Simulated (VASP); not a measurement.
Here is a VASP 6.6.1 calculation.

File POSCAR:

```
CsCl
1.0
    4.0754070000      0.0000000000      0.0000000000
    0.0000000000      4.0754070000      0.0000000000
    0.0000000000      0.0000000000      4.0754070000
Cs Cl
1 1
Direct
    0.0000000000      0.0000000000      0.0000000000
    0.5000000000      0.5000000000      0.5000000000
```

INCAR.step1

```
SYSTEM = CsCl
  PREC = Accurate
  ENCUT = 550
  ISMEAR = 0
  SIGMA = 0.0647
  LREAL = .FALSE.
  LASPH = .TRUE.
  NELM = 120
  NBANDS = 15
  GGA = PE
  ALGO = Normal
  EDIFF = 1E-5
  LWAVE = .TRUE.
  LCHARG = .FALSE.
  GGA_COMPAT = .FALSE.
```

The input INCAR.step2:

```
SYSTEM = CsCl
  PREC = Accurate
  ENCUT = 550
  EDIFF = 1E-6
  ISMEAR = 0
  SIGMA = 0.0647
  LREAL = .FALSE.
  LASPH = .TRUE.
  NELM = 120
  ALGO = Normal
  ISIF = 2
  LWAVE = .FALSE.
  LCHARG = .FALSE.
  METAGGA = R2SCAN
  LMIXTAU = .TRUE.
  NBANDS = 15
  ISTART = 1
  GGA_COMPAT = .FALSE.
```

Contents of KPOINTS:

```
regular mesh
0
G
  6 6 6
  0 0 0
```

Potentials or basis: VASP PAW PBE potentials, release 64 (Cs_sv, Cl).

Run with:

```bash
$ cat potpaw_PBE.64/Cs_sv/POTCAR potpaw_PBE.64/Cl/POTCAR > POTCAR
$ cp INCAR.step1 INCAR
$ mpirun -np 1 vasp_std > vasp.out
$ cp INCAR.step2 INCAR
$ mpirun -np 1 vasp_std > vasp.out
```

Q: Predict the pressure.

A: 1.0 GPa.

Q: What does it give for the band gap on the k mesh?

A: 5.86 eV, direct.

Caveat: the PAW data sets were made with another functional, which shifts forces and pressure a little; spin-orbit coupling is left out, which moves the levels of the heavy elements. A k mesh can miss the band edges.
